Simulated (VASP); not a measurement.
The system is AgCl.

```
Ag Cl
1.0
     3.39559    0.00000    0.00000
     0.00000    3.39559    0.00000
     0.00000    0.00000    3.39559
Ag Cl
1 1
Cartesian
  0.0000 0.0000 0.0000
  1.6978 1.6978 1.6978
```

Base run:

```yaml
Program: VASP 6.6.1
Functional: r2SCAN
Potentials_or_basis: VASP PAW PBE potentials, release 64 (Ag, Cl)
Cutoff: 520 eV
k_mesh: 6 × 6 × 6
Occupations: gaussian, width 0.01 eV
Spin: no spin polarisation
```

Its results: band gap on the k mesh 1.19 eV, indirect (least direct gap 2.86 eV); pressure -0.1 GPa.

Q: The run is repeated on the same cell with these changes: functional from r2SCAN to PBE. What comes out?

A: Band gap on the k mesh 0.58 eV, indirect (least direct gap 2.19 eV); pressure 1.5 GPa.

r2SCAN gives the wider gap, since meta-GGAs in the generalised Kohn-Sham scheme recover part of the derivative discontinuity.

Caveats: the PAW data sets were made with another functional, which shifts forces and pressure a little (some runs).

A k mesh can miss the band edges.
